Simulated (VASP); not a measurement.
# AgCl (Cmcm) in VASP: notebook

Runs on AgCl. Level: PBEsol. Tasks: electric field gradients.

All numbers are computed with VASP 6.6.1; they aren't measurements. Logs are shortened: lines on timing, memory, paths and dates and some standing lists are left out, and cuts for length are marked.

### Step 1. The cell of the first run

The structure is orthorhombic, space group Cmcm (No. 63). The conventional cell has a = 3.704 Å, b = 11.002 Å, c = 3.924 Å, α = 90.00°, β = 90.00°, γ = 90.00°. Within 4.0 Å of Ag (site symmetry m2m) lie 7 Cl at 2.72 to 3.21 Å and 6 Ag at 3.01 to 3.92 Å. Cl (site symmetry m2m) has 7 Ag at 2.72 to 3.21 Å and 10 Cl at 3.55 to 3.92 Å within 4.0 Å.

### Step 2. Electric field gradients, PBEsol (equal xx and yy strain of -1 %)

File INCAR:

```
ALGO = Normal
EDIFF = 1E-8
ENCUT = 520
GGA = PS
ISIF = 2
ISMEAR = -1
LASPH = T
LCHARG = F
LEFG = T
LREAL = F
LWAVE = F
NBANDS = 26
NELM = 80
PREC = Accurate
SIGMA = 0.03
```

File KPOINTS:

```
k-points
0
Gamma
  9 9 8
```

File POSCAR:

```
AgCl
1.0
    1.8522006060     -5.5010292834      0.0000000000
    1.8522006060      5.5010292834      0.0000000000
    0.0000000000      0.0000000000      3.9240373500
Ag Cl
2 2
Direct
    0.3965554000      0.6034446000      0.7500000000
    0.6034446000      0.3965554000      0.2500000000
    0.8654487300      0.1345512700      0.2500000000
    0.1345512700      0.8654487300      0.7500000000
```

Potentials or basis: VASP PAW PBE potentials, release 64 (Ag, Cl).

The run is started by

```bash
$ cat potpaw_PBE.64/Ag/POTCAR potpaw_PBE.64/Cl/POTCAR > POTCAR
$ mpirun -np 1 vasp_std > vasp.out
```

OUTCAR:

```text
EDIFF = 1E-8
   ENCUT = 520
   GGA = PS
   ISIF = 2
   ISMEAR = -1
   LASPH = T
   LREAL = F
   NELM = 80
   PREC = Accurate

 ion  position               nearest neighbor table
   1  0.397  0.603  0.750-   3 2.72   3 2.72   3 2.72   3 2.72   4 2.88   2 3.01   2 3.01
   2  0.603  0.397  0.250-   4 2.72   4 2.72   4 2.72   4 2.72   3 2.88   1 3.01   1 3.01
   3  0.865  0.135  0.250-   1 2.72   1 2.72   1 2.72   1 2.72   2 2.88
   4  0.135  0.865  0.750-   2 2.72   2 2.72   2 2.72   2 2.72   1 2.88

  LATTYP: Found a base centered orthorhombic cell.
 ALAT       =     3.7044012120
 B/A-ratio  =     2.9699964818
 C/A-ratio  =     1.0592905912

  Lattice vectors:

 A1 = (   1.8522006060,  -5.5010292834,   0.0000000000)
 A2 = (   1.8522006060,   5.5010292834,   0.0000000000)
 A3 = (   0.0000000000,   0.0000000000,   3.9240373500)

Analysis of symmetry for initial positions (statically):
=====================================================================
 Subroutine PRICEL returns:
 Original cell was already a primitive cell.

 Routine SETGRP: Setting up the symmetry group for a
 base centered orthorhombic supercell.

 Subroutine GETGRP returns: Found  8 space group operations
 (whereof  4 operations were pure point group operations)
 out of a pool of  8 trial point group operations.

The static configuration has the point symmetry C_2h.
 The point group associated with its full space group is D_2h.

Analysis of symmetry for dynamics (positions and initial velocities):
=====================================================================
 Subroutine PRICEL returns:
 Original cell was already a primitive cell.

 Routine SETGRP: Setting up the symmetry group for a
 base centered orthorhombic supercell.

 Subroutine GETGRP returns: Found  8 space group operations
 (whereof  4 operations were pure point group operations)
 out of a pool of  8 trial point group operations.

The dynamic configuration has the point symmetry C_2h.
 The point group associated with its full space group is D_2h.

 Subroutine INISYM returns: Found  8 space group operations
 (whereof  4 operations are pure point group operations),
 and found     1 'primitive' translations

----------------------------------------------------------------------------------------

                                     Primitive cell

  volume of cell :      79.9641

  direct lattice vectors                    reciprocal lattice vectors
     1.852200606 -5.501029283  0.000000000     0.269949161 -0.090892081  0.000000000
     1.852200606  5.501029283  0.000000000     0.269949161  0.090892081  0.000000000
     0.000000000  0.000000000  3.924037350     0.000000000  0.000000000  0.254839572

  length of vectors
     5.804478466  5.804478466  3.924037350     0.284840166  0.284840166  0.254839572

  position of ions in fractional coordinates (direct lattice)
     0.396555400  0.603444600  0.750000000
     0.603444600  0.396555400  0.250000000
     0.865448730  0.134551270  0.250000000
     0.134551270  0.865448730  0.750000000

  ion indices of the primitive-cell ions
   primitive index   ion index
                 1           1
                 2           2
                 3           3
                 4           4

----------------------------------------------------------------------------------------

 KPOINTS: k-points

Automatic generation of k-mesh.
 Grid dimensions read from file:
 generate k-points for:    9    9    8

 Generating k-lattice:

  Cartesian coordinates                     Fractional coordinates (reciprocal lattice)
     0.029994351 -0.010099120  0.000000000     0.111111111 -0.000000000  0.000000000
     0.029994351  0.010099120  0.000000000    -0.000000000  0.111111111  0.000000000
     0.000000000  0.000000000  0.031854947     0.000000000  0.000000000  0.125000000

  Length of vectors
     0.031648907  0.031648907  0.031854947

[... 40 lines left out ...]
   ions per type =               2   2
   NGX,Y,Z   is equivalent  to a cutoff of  13.75, 13.75, 12.71 a.u.
   NGXF,Y,Z  is equivalent  to a cutoff of  27.50, 27.50, 25.42 a.u.
 SYSTEM =  unknown system
   PREC   = accura    normal or accurate (medium, high low for compatibility)
   ISTART =      0    job   : 0-new  1-cont  2-samecut
   ICHARG =      2    charge: 1-file 2-atom 10-const
   ISPIN  =      1    spin polarized calculation?
   LNONCOLLINEAR =      F non collinear calculations
   LSORBIT =      F    spin-orbit coupling
   LASPH  =      T    aspherical Exc in radial PAW
   ENCUT  =  520.0 eV  38.22 Ry    6.18 a.u.  10.79 10.79  7.30*2*pi/ulx,y,z
   NELM   =     80;   NELMIN=  2; NELMDL= -5     # of ELM steps
   EDIFF  = 0.1E-07   stopping-criterion for ELM
   LREAL  =      F    real-space projection
   EDIFFG = 0.1E-06   stopping-criterion for IOM
   NSW    =      0    number of steps for IOM
   IBRION =     -1    ionic relax: 0-MD 1-quasi-New 2-CG
   NFREE  =      0    steps in history (QN), initial steepest desc. (CG)
   ISIF   =      2    stress and relaxation
   ISYM   =      2    0-nonsym 1-usesym 2-fastsym
   POTIM  = 0.5000    time-step for ionic-motion
   TEBEG  =    0.0;   TEEND  =   0.0 temperature during run
   PSTRESS=    0.0 pullay stress
   NELECT =      36.0000    total number of electrons
   NUPDOWN=      -1.0000    fix difference up-down
   EMIN   =  10.00;   EMAX   =-10.00  energy-range for DOS
   EFERMI =   0.00;   METHOD = LEGACY
   ISMEAR =    -1;   SIGMA  =   0.03  broadening in eV -4-tet -1-fermi 0-gaus
   EFERMI_NEDOS =   21; number of points for ismear=-14 and -15
   IALGO  =     38    algorithm
   IMIX   =      4    mixing-type and parameters
     AMIX     =   0.40;   BMIX     =  1.00
     AMIX_MAG =   1.60;   BMIX_MAG =  1.00
  volume/ion in A,a.u.               =      19.99       134.91
  Fermi-wavevector in a.u.,A,eV,Ry     =   1.254712  2.371061 21.419673  1.574302
  Thomas-Fermi vector in A             =   2.388503
   LORBIT       =      0    0 simple, 1 ext, 2 COOP (PROOUT), +10 PAW based schemes
   GGA     = PS    functional components
   LHFCALC =     F    Hartree Fock is set to
   AEXX    =    0.0000 exact exchange contribution
   IVDW    =     0    specifies the selected vdW correction
   LEPSILON=     F    determine dielectric tensor
   LRPA    =     F    only Hartree local field effects (RPA)
 non-spin polarized calculation
  energy-cutoff  :      520.00
  volume of cell :       79.96
 maximum number of plane-waves:      2185
 NGX is ok and might be reduce to    48
   NGX = 21   NGY = 21   NGZ = 15

 number of electron      36.0000004 magnetization

 Free energy of the ion-electron system (eV)
  ---------------------------------------------------
  ext. energy  EPLUGINS =         0.00000000
  ---------------------------------------------------
  free energy    TOTEN  =       -12.03774176 eV

  energy without entropy =      -12.03772600  energy(sigma->0) =      -12.03773388

 E-fermi :   4.5973     XC(G=0): -10.6030

 val. band max:        4.3929066293   @ k =   0.2222   0.2222   0.0000
 cond. band min:       4.7292418656   @ k =   0.0000   0.0000   0.0000
 fundamental gap:      0.3363352363
 Fermi energy:         4.5973197606

 k-point     1 :       0.0000    0.0000    0.0000
  band No.  band energies     occupation
      1     -10.8865      2.00000
      2     -10.2270      2.00000
      3      -0.3321      2.00000
      4       0.7966      2.00000
      5       1.0569      2.00000
      6       1.1644      2.00000
[... 685 lines left out ...]
     25      14.7752      0.00000
     26      15.8017      0.00000

 [... further k-points ...]

------------------------ aborting loop because EDIFF is reached ----------------------------------------

  FORCE on cell =-STRESS in cart. coord.  units (eV):
  Direction    XX          YY          ZZ          XY          YZ          ZX
  --------------------------------------------------------------------------------------
  -------------------------------------------------------------------------------------
  Total       -1.0254008     -0.8398512     -1.2428310      0.0000000      0.0000000      0.0000000
  in kB      -20.5451403    -16.8274310    -24.9016163      0.0000000      0.0000000      0.0000000
  external PRESSURE =     -20.7580625 kB  Pullay stress =       0.0000000 kB

 VOLUME and BASIS-vectors are now :
 -----------------------------------------------------------------------------
  energy-cutoff  :      520.00
  volume of cell :       79.96
      direct lattice vectors                 reciprocal lattice vectors
     1.852200606 -5.501029283  0.000000000     0.269949161 -0.090892081  0.000000000
     1.852200606  5.501029283  0.000000000     0.269949161  0.090892081  0.000000000
     0.000000000  0.000000000  3.924037350     0.000000000  0.000000000  0.254839572

 POSITION                                       TOTAL-FORCE (eV/Angst)
 -----------------------------------------------------------------------------------
      1.85220      1.13810      2.94303         0.000000     -0.033568     -0.000000
      1.85220     -1.13810      0.98101         0.000000      0.033568     -0.000000
      1.85220     -4.02069      0.98101         0.000000     -0.016417      0.000000
      1.85220      4.02069      2.94303         0.000000      0.016417     -0.000000
 -----------------------------------------------------------------------------------
    total drift:                                0.000000     -0.000000      0.000000

  FREE ENERGIE OF THE ION-ELECTRON SYSTEM (eV)
  ---------------------------------------------------
  free  energy   TOTEN  =       -12.0377417585 eV

  energy  without entropy=      -12.0377260010  energy(sigma->0) =      -12.03773388

 Electric field gradients (V/A^2)
---------------------------------------------------------------------
 ion       V_xx      V_yy      V_zz      V_xy      V_xz      V_yz
---------------------------------------------------------------------
   1     -21.172    50.138   -28.967     0.000     0.000    -0.000
   2     -21.172    50.138   -28.967    -0.000     0.000    -0.000
   3      31.849   -52.941    21.092     0.000    -0.000    -0.000
   4      31.849   -52.941    21.092     0.000     0.000    -0.000
---------------------------------------------------------------------

 Electric field gradients after diagonalization (V/A^2)
 (convention: |V_zz| > |V_xx| > |V_yy|)
----------------------------------------------------------------------
 ion       V_xx      V_yy      V_zz     asymmetry (V_yy - V_xx)/ V_zz
----------------------------------------------------------------------
   1     -28.967   -21.172    50.138       0.155
   2     -28.967   -21.172    50.138       0.155
   3      31.849    21.092   -52.941       0.203
   4      31.849    21.092   -52.941       0.203
----------------------------------------------------------------------

           NMR quadrupolar parameters

 Cq : quadrupolar parameter    Cq=e*Q*V_zz/h
 eta: asymmetry parameters     (V_yy - V_xx)/ V_zz
 Q  : nuclear electric quadrupole moment in mb (millibarn)
----------------------------------------------------------------------
 ion       Cq(MHz)       eta       Q (mb)
----------------------------------------------------------------------
   1       0.121       0.155       1.000
   2       0.121       0.155       1.000
   3      -0.128       0.203       1.000
   4      -0.128       0.203       1.000
----------------------------------------------------------------------
```

Wall time 6.1 min (1 thread of Intel Xeon 8259CL, shared host); peak memory 0.4 GiB.

What came out:

- Free energy: -12.0377 eV
- Pressure: -2.1 GPa
- Largest force: 0.034 eV/Å
- Band gap on the k mesh: 0.34 eV (least direct gap 1.83 eV)
- Largest electric field gradient by atom: Ag +50.1; Cl -52.9 V/Å²

Forces on the atoms (eV/Å):
```
Ag   0.000 -0.034  0.000
Ag   0.000  0.034  0.000
Cl   0.000 -0.016  0.000
Cl   0.000  0.016  0.000
```

Stress tensor (GPa, compression positive):
```
-2.05  0.00  0.00
 0.00 -1.68  0.00
 0.00  0.00 -2.49
```

Electric field gradients, principal values (V/Å²):
```tsv
atom	least	middle	greatest (by size)
1 Ag	-21.172	-28.967	50.138
2 Ag	-21.172	-28.967	50.138
3 Cl	21.092	31.849	-52.941
4 Cl	21.092	31.849	-52.941
```

Caveat: the cell differs from its parent crystal (equal xx and yy strain of -1 %); semilocal functionals underestimate gaps, and a narrow one can read as zero; without QUAD_EFG the Cq values of the log hold for a quadrupole moment of 1 mb, not for the nuclei; the PAW data sets were made with another functional, which shifts forces and pressure a little. A k mesh can miss the band edges.

### Step 3. Electric field gradients, PBEsol (21.21 Å³/atom)

This run uses another cell than the first one, of 21.21 Å³/atom.

File INCAR:

```
SYSTEM = AgCl
PREC     = Accurate       ! precision mode
ENCUT    = 520            ! plane-wave cutoff, eV
EDIFF    = 1E-8           ! SCF threshold, eV
ISMEAR   = -1             ! smearing method
SIGMA    = 0.03           ! smearing width, eV
LREAL    = .FALSE.        ! projectors in reciprocal space
LASPH    = .TRUE.         ! aspherical terms in the spheres
NELM     = 100            ! most SCF steps
ALGO     = Normal         ! electronic algorithm
ISIF     = 2              ! what is computed and relaxed
LWAVE    = .FALSE.        ! write WAVECAR
LCHARG   = .FALSE.        ! write CHGCAR
GGA      = PS             ! functional
LEFG     = .TRUE.       
NBANDS   = 26             ! bands
```

File KPOINTS:

```
regular mesh
0
G
  9 9 8
  0 0 0
```

File POSCAR:

```
AgCl
1.0
    1.8955297593     -5.6297167164      0.0000000000
    1.8955297593      5.6297167164      0.0000000000
    0.0000000000      0.0000000000      3.9756753421
Ag Cl
2 2
Direct
    0.3965554000      0.6034446000      0.7500000000
    0.6034446000      0.3965554000      0.2500000000
    0.8654487300      0.1345512700      0.2500000000
    0.1345512700      0.8654487300      0.7500000000
```

Potentials or basis: VASP PAW PBE potentials, release 64 (Ag, Cl).

The run is started by

```bash
$ cat potpaw_PBE.64/Ag/POTCAR potpaw_PBE.64/Cl/POTCAR > POTCAR
$ mpirun -np 1 vasp_std > vasp.out
```

OUTCAR:

```text
SYSTEM = AgCl
   PREC = Accurate
   ENCUT = 520
   EDIFF = 1E-8
   ISMEAR = -1
   LREAL = .FALSE.
   LASPH = .TRUE.
   NELM = 100
   ISIF = 2
   GGA = PS

 ion  position               nearest neighbor table
   1  0.397  0.603  0.750-   3 2.77   3 2.77   3 2.77   3 2.77   4 2.95   2 3.06   2 3.06
   2  0.603  0.397  0.250-   4 2.77   4 2.77   4 2.77   4 2.77   3 2.95   1 3.06   1 3.06
   3  0.865  0.135  0.250-   1 2.77   1 2.77   1 2.77   1 2.77   2 2.95
   4  0.135  0.865  0.750-   2 2.77   2 2.77   2 2.77   2 2.77   1 2.95

  LATTYP: Found a base centered orthorhombic cell.
 ALAT       =     3.7910595186
 B/A-ratio  =     2.9699964819
 C/A-ratio  =     1.0486976853

  Lattice vectors:
[... 926 lines left out ...]
 ion       V_xx      V_yy      V_zz      V_xy      V_xz      V_yz
---------------------------------------------------------------------
   1     -21.773    48.096   -26.323     0.000     0.000    -0.000
   2     -21.773    48.096   -26.323    -0.000     0.000    -0.000
   3      34.846   -54.865    20.019     0.000    -0.000    -0.000
   4      34.846   -54.865    20.019     0.000     0.000    -0.000
---------------------------------------------------------------------

 Electric field gradients after diagonalization (V/A^2)
 (convention: |V_zz| > |V_xx| > |V_yy|)
----------------------------------------------------------------------
 ion       V_xx      V_yy      V_zz     asymmetry (V_yy - V_xx)/ V_zz
----------------------------------------------------------------------
   1     -26.323   -21.773    48.096       0.095
   2     -26.323   -21.773    48.096       0.095
   3      34.846    20.019   -54.865       0.270
   4      34.846    20.019   -54.865       0.270
----------------------------------------------------------------------

           NMR quadrupolar parameters

 Cq : quadrupolar parameter    Cq=e*Q*V_zz/h
 eta: asymmetry parameters     (V_yy - V_xx)/ V_zz
 Q  : nuclear electric quadrupole moment in mb (millibarn)
----------------------------------------------------------------------
 ion       Cq(MHz)       eta       Q (mb)
----------------------------------------------------------------------
   1       0.116       0.095       1.000
   2       0.116       0.095       1.000
   3      -0.133       0.270       1.000
   4      -0.133       0.270       1.000
----------------------------------------------------------------------
```

Run time: 4.9 min. Hardware: 1 thread of Intel Xeon Platinum 8259CL at 2.50GHz (Skylake/Cascade Lake), shared host; peak memory 0.4 GiB.

What came out:

- Free energy: -11.9383 eV
- Pressure: -4.6 GPa
- Largest force: 0.057 eV/Å
- Band gap on the k mesh: 0.34 eV (least direct gap 1.74 eV)
- Largest electric field gradient by atom: Ag +48.1; Cl -54.9 V/Å²

Forces in eV/Å, atoms in the order of the input:
```
Ag   0.000  0.002  0.000
Ag   0.000 -0.002  0.000
Cl   0.000 -0.057  0.000
Cl   0.000  0.057  0.000
```

Stress tensor (GPa, compression positive):
```
-4.96  0.00  0.00
 0.00 -3.60  0.00
 0.00  0.00 -5.30
```

Electric field gradients, principal values (V/Å²):
| atom | least | middle | greatest (by size) |
| --- | --- | --- | --- |
| 1 Ag | -21.773 | -26.323 | 48.096 |
| 2 Ag | -21.773 | -26.323 | 48.096 |
| 3 Cl | 20.019 | 34.846 | -54.865 |
| 4 Cl | 20.019 | 34.846 | -54.865 |

Caveat: the cell stands under tension; semilocal functionals underestimate gaps, and a narrow one can read as zero; without QUAD_EFG the Cq values of the log hold for a quadrupole moment of 1 mb, not for the nuclei; the PAW data sets were made with another functional, which shifts forces and pressure a little. A k mesh can miss the band edges.

(Continued in part 2 of 2.)
